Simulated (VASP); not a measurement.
A run of VASP 6.6.1:

The input INCAR:

```
SYSTEM = SiC
ALGO = Normal
EDIFF = 1E-8
ENCUT = 520
GGA = PS
IBRION = 8
ISIF = 2
ISMEAR = 0
LASPH = .TRUE.
LCHARG = .FALSE.
LREAL = .FALSE.
LWAVE = .FALSE.
NELM = 60
NSW = 1
PREC = Accurate
SIGMA = 0.01
```

The input KPOINTS:

```
k-points
0
G
  8 8 8
  0 0 0
```

File POSCAR:

```
SiC
1.0
    0.0000000000      2.1784118711      2.1784118711
    2.1784118711      0.0000000000      2.1784118711
    2.1784118711      2.1784118711      0.0000000000
Si C
1 1
Direct
    0.0000000000      0.0000000000      0.0000000000
    0.7500000000      0.7500000000      0.7500000000
```

Potentials or basis: VASP PAW PBE potentials, release 64 (Si, C).

Command:

```console
$ cat potpaw_PBE.64/Si/POTCAR potpaw_PBE.64/C/POTCAR > POTCAR
$ mpirun -np 1 vasp_std > vasp.out
```

Hardware: 1 thread of AMD EPYC 7R13 (shared host).

**Question.** Estimate the wall time of this run.

**Answer.** It took 84 s on 1 thread of AMD EPYC 7R13, with other jobs on the host, peak memory 0.14 GiB. Counts: scf iterations 38, k points 29.
